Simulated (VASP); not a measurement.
# Al7GaO12: single point with PBEsol

The system is Al7GaO12.

```
CELL_PARAMETERS angstrom
11.86831 0.00000 -0.02620
0.00000 8.80358 0.00000
-2.71708 0.00000 10.98107
ATOMIC_POSITIONS crystal
Al 0.40999 0.17179 0.10438
Al 0.40962 0.16500 0.60167
Al 0.40889 0.49660 0.09912
Al 0.40908 0.49872 0.60455
Al 0.40535 0.83302 0.09952
Al 0.40804 0.83481 0.60168
Al 0.16138 0.16551 0.15977
Al 0.15801 0.16919 0.65882
Al 0.15845 0.82987 0.15933
Al 0.15875 0.83231 0.65682
Al 0.09095 0.99821 0.39790
Al 0.09077 0.00112 0.89841
Al 0.09032 0.33259 0.39975
Al 0.09049 0.33675 0.89994
Al 0.09338 0.66638 0.39987
Al 0.08798 0.66353 0.89683
Al 0.90943 0.00486 0.10323
Al 0.91027 0.99995 0.60326
Al 0.91086 0.33084 0.10414
Al 0.91310 0.33200 0.60123
Al 0.90650 0.66634 0.10080
Al 0.90930 0.67044 0.60222
Al 0.65671 0.99861 0.15735
Al 0.65860 0.00054 0.65654
Al 0.65611 0.33533 0.65807
Al 0.65692 0.66759 0.15739
Al 0.65958 0.66099 0.66219
Al 0.33949 0.00295 0.34078
Al 0.33994 0.33114 0.34056
Al 0.33962 0.33340 0.84126
Al 0.34328 0.66562 0.34272
Al 0.34253 0.66439 0.84112
Al 0.58656 0.16589 0.39491
Al 0.59131 0.16785 0.89902
Al 0.59037 0.49923 0.39839
Al 0.58929 0.49928 0.90001
Al 0.59110 0.83188 0.39952
Al 0.59092 0.83514 0.89921
Al 0.84128 0.17315 0.34284
Al 0.84135 0.49913 0.33934
Al 0.84363 0.50343 0.84462
Al 0.84515 0.83602 0.84438
Ga 0.15933 0.50036 0.15840
Ga 0.15691 0.49978 0.65795
Ga 0.65938 0.33153 0.16069
Ga 0.34538 0.99765 0.83966
Ga 0.84319 0.16304 0.84041
Ga 0.83999 0.83306 0.33820
O 0.33489 0.16497 0.44209
O 0.33883 0.16508 0.94365
O 0.33945 0.50071 0.44738
O 0.33882 0.50052 0.94545
O 0.34068 0.83093 0.44484
O 0.33668 0.83462 0.94815
O 0.32532 0.16805 0.21622
O 0.32803 0.16766 0.71598
O 0.32551 0.49836 0.21952
O 0.32537 0.49594 0.71422
O 0.32813 0.83121 0.21856
O 0.32762 0.83423 0.72081
O 0.00843 0.16800 0.37406
O 0.00332 0.17098 0.87106
O 0.00438 0.50067 0.37224
O 0.00431 0.49733 0.87227
O 0.00533 0.83024 0.37238
O 0.00451 0.83371 0.87046
O 0.16439 0.00302 0.05602
O 0.16201 0.00416 0.55505
O 0.16058 0.33236 0.05513
O 0.15960 0.33206 0.55307
O 0.15798 0.66675 0.05453
O 0.16168 0.66668 0.55484
O 0.83769 0.00316 0.44469
O 0.83879 0.99978 0.94774
O 0.83717 0.33460 0.44560
O 0.83789 0.33208 0.94238
O 0.84172 0.67134 0.44504
O 0.83961 0.66677 0.94852
O 0.17382 0.99703 0.28376
O 0.17174 0.00040 0.78165
O 0.17490 0.33199 0.28456
O 0.17237 0.33107 0.78478
O 0.17511 0.67034 0.28036
O 0.17691 0.67173 0.78123
O 0.82705 0.99707 0.21868
O 0.82722 0.99914 0.72014
O 0.82665 0.33263 0.21481
O 0.82437 0.33559 0.71788
O 0.82873 0.66451 0.21921
O 0.82318 0.66685 0.71850
O 0.49401 0.99777 0.13059
O 0.49282 0.99580 0.62764
O 0.49525 0.33033 0.13002
O 0.49329 0.33252 0.62929
O 0.49797 0.66746 0.12795
O 0.49602 0.66656 0.62880
O 0.50309 0.99697 0.37066
O 0.50297 0.99494 0.87218
O 0.50587 0.33513 0.37506
O 0.50678 0.33318 0.87043
O 0.50680 0.66792 0.37204
O 0.50257 0.66684 0.87218
O 0.66114 0.16240 0.05289
O 0.66225 0.16862 0.55546
O 0.66318 0.50115 0.05673
O 0.66424 0.50125 0.55428
O 0.66236 0.83296 0.05336
O 0.66318 0.83166 0.55551
O 0.67442 0.16654 0.28238
O 0.67274 0.17188 0.78444
O 0.67449 0.50048 0.28041
O 0.67324 0.49564 0.78067
O 0.67443 0.83300 0.28275
O 0.67247 0.83450 0.78128
O 0.99751 0.16879 0.12787
O 0.99644 0.16240 0.62699
O 0.99360 0.49810 0.12692
O 0.99799 0.50310 0.63041
O 0.99830 0.83580 0.12951
O 0.99491 0.83307 0.63036
```

| Property | Result |
| --- | --- |
| Program | VASP 6.6.1 |
| Task | single point |
| Functional | PBEsol |
| Potentials or basis | VASP PAW PBE potentials, release 64 (Al, Ga_d, O) |
| Cutoff | 700 eV |
| k mesh | 1 × 1 × 1, shifted |
| Occupations | fermi-dirac, width 0.05 eV |
| Spin | no spin polarisation |

```yaml
Pressure: 1.2 GPa
Largest_force: 2.580 eV/Å
Band_gap_on_the_k_mesh: 4.92 eV
```

Forces on the atoms (eV/Å):
```
Al  -0.313 -2.193 -1.050
Al  -0.072  0.012 -0.439
Al   0.263  1.039  1.270
Al   0.574  0.452 -0.626
Al   0.709 -0.068  1.260
Al   0.042 -1.168  0.113
Al  -0.669  0.035 -0.163
Al   0.189 -0.675  0.178
Al   0.074  0.657  0.019
Al  -0.182  0.660  0.392
Al  -0.220  0.023  0.105
Al   0.195  0.317  0.057
Al   0.326  0.531 -0.831
Al  -0.020 -1.136 -0.143
Al  -0.252 -0.089 -0.953
Al   0.673  0.879 -0.144
Al   0.426 -0.928  0.383
Al  -0.447 -0.307 -0.500
Al  -0.032  0.508 -1.337
Al  -0.854  0.364  0.732
Al   1.044  0.383  1.350
Al  -0.522 -0.680  0.021
Al   0.009 -0.162  0.186
Al  -0.235 -0.283  0.226
Al   0.525 -0.222  0.230
Al   0.265  0.017  0.298
Al  -0.323  0.793 -0.440
Al   0.310 -1.095  0.037
Al   0.101  0.612  0.462
Al   0.494 -0.491 -0.126
Al   0.140  0.194 -0.015
Al  -0.226  0.726  0.081
Al   0.637 -0.290  0.834
Al  -0.265 -0.684 -0.698
Al   0.526  0.616  0.029
Al   0.653  0.337 -0.424
Al   0.284  0.310 -0.076
Al   0.236 -0.788 -0.736
Al   0.365 -1.146  0.124
Al   0.174  0.701  0.389
Al  -0.569 -0.917 -0.595
Al  -0.822 -0.321 -0.371
Ga  -0.758 -0.151  0.198
Ga   0.460  0.022  0.124
Ga  -0.088  0.091 -0.549
Ga  -1.330  0.311  0.158
Ga  -0.614  1.019 -0.102
Ga   0.610  0.420  0.624
O    0.438  0.223  0.892
O    0.026  1.340  1.308
O   -0.043 -0.213 -0.253
O   -0.137 -0.280 -0.458
O   -0.287  0.319  0.103
O   -0.286 -1.285 -0.565
O    0.358  0.045  0.228
O   -0.308  0.677 -0.423
O    1.842 -0.044 -0.365
O    0.477  0.166  1.171
O   -0.183  0.091 -0.324
O    0.286 -0.953 -1.456
O   -0.892 -0.469 -0.429
O    1.982 -0.636  0.399
O    0.407 -0.226  0.067
O    0.005  0.793 -0.142
O    1.362  0.454  0.305
O    0.254 -0.154  0.210
O   -0.221 -0.417 -0.317
O    0.073 -0.637 -0.121
O    0.495 -0.728 -0.497
O    0.255 -0.634  0.282
O    0.449  0.739 -1.214
O    0.433  1.016 -0.498
O    0.052  0.836  0.971
O   -0.136 -0.948  0.499
O    0.327  0.225 -0.047
O   -0.068  1.082  1.932
O   -0.437 -1.650  0.854
O   -0.129  0.205 -1.179
O    0.099  0.264 -0.121
O   -0.619  0.079 -0.179
O   -0.401 -0.514  0.521
O    0.151 -0.264  0.322
O   -0.562  0.125  1.325
O   -0.967 -0.084  1.203
O    0.182  1.224 -1.103
O    0.298 -0.664 -1.067
O    0.840 -0.177  0.953
O    1.165  0.430 -1.339
O   -0.186 -0.605 -1.101
O    1.148  0.026  0.046
O   -0.070  0.690 -0.203
O    0.590  1.088  0.086
O   -0.736  1.039 -0.151
O    0.278 -0.133 -0.182
O   -1.206 -0.473 -0.312
O   -0.449 -0.107  0.023
O    0.150  0.520  0.121
O    2.229  1.233  0.407
O   -0.512 -0.457 -0.461
O   -0.833  0.079  0.198
O   -0.275 -0.663 -0.153
O    0.588 -0.104  0.143
O    0.135 -0.510  0.145
O   -0.441 -0.296 -0.694
O   -0.004  0.589 -1.136
O   -0.322 -0.201 -0.154
O    0.051 -0.029  0.442
O   -0.067  0.161 -0.017
O   -0.495 -0.545  0.687
O   -0.896 -0.679 -0.626
O   -0.532  0.479  1.245
O   -0.686  0.653  0.858
O   -1.455  0.001 -0.428
O   -0.070 -0.038  0.689
O   -0.053 -0.407  0.208
O   -0.166  0.902  0.130
O   -0.900  0.402 -0.050
O   -2.099 -0.263 -0.402
O   -1.103 -0.220 -0.356
O    0.316  0.273 -0.014
```

Stress tensor (GPa, compression positive):
```
1.25 0.29 0.73
0.29 1.50 0.15
0.73 0.15 0.75
```

Levels at points of the mesh, in eV from the valence-band top:
| k point | band 315 | band 316 | band 317 | band 318 | band 319 | band 320 | band 321 | band 322 |
| --- | --- | --- | --- | --- | --- | --- | --- | --- |
| (0.25, 0.25, 0.25) | -0.22 | -0.17 | -0.16 | 0.00 | 4.92 | 5.59 | 5.80 | 6.29 |

Run time: 10 min on 4 MPI ranks on Intel(R) Xeon(R) Platinum 8259CL CPU @ 2.50GHz (Skylake/Cascade Lake), with other jobs on the host, peak memory 0.63 GiB a rank.

Caveat: the PAW data sets were made with another functional, which shifts forces and pressure a little; a shifted mesh leaves out Γ, where band edges can lie. A k mesh can miss the band edges.
